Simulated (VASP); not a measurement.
The system is HfO2.

```xyz
3
Lattice="0.0000 2.5575 2.5575 2.5575 0.0000 2.5575 2.5575 2.5575 0.0000" Properties=species:S:1:pos:R:3 pbc="T T T"
Hf    0.0000    0.0000    0.0000
O     3.8363    3.8363    3.8363
O     1.2788    1.2788    1.2788
```

| Quantity | Value |
| --- | --- |
| Program | VASP 6.6.1 |
| Task | relaxation of cell and atoms |
| Functional | r2SCAN |
| Dispersion | rVV10 |
| Potentials or basis | VASP PAW PBE potentials, release 64 (Hf_pv, O) |
| Cutoff | 600 eV |
| k mesh | 9 × 9 × 9 |
| Occupations | fermi-dirac, width 0.05 eV |
| Spin | no spin polarisation |

At the start: pressure -13.7 GPa; volume 11.15 Å³/atom.

Question: How do energy, volume and symmetry change on relaxing?

Answer: Over 4 steps the energy falls by 26.4 meV/atom and the volume is 10.56 Å³/atom (-5.3 %); space group Fm-3m (No. 225, to 0.05 Å).

Step by step:
```
step  energy change (eV)  largest force (eV/Å)  pressure (GPa)  volume (Å³)
   1              0.0000                0.0000          -13.71        33.46
   2              0.1461                0.0000           29.70        29.04
   3             -0.0791                0.0000           -0.40        31.72
   4             -0.0791                0.0000           -0.03        31.68
```

Final structure:
```
Hf O
1.0
     0.00000    2.51148    2.51148
     2.51148    0.00000    2.51148
     2.51148    2.51148    0.00000
Hf O
1 2
Direct
  0.00000 0.00000 0.00000
  0.75000 0.75000 0.75000
  0.25000 0.25000 0.25000
```

Caveat: the PAW data sets were made with another functional, which shifts forces and pressure a little.
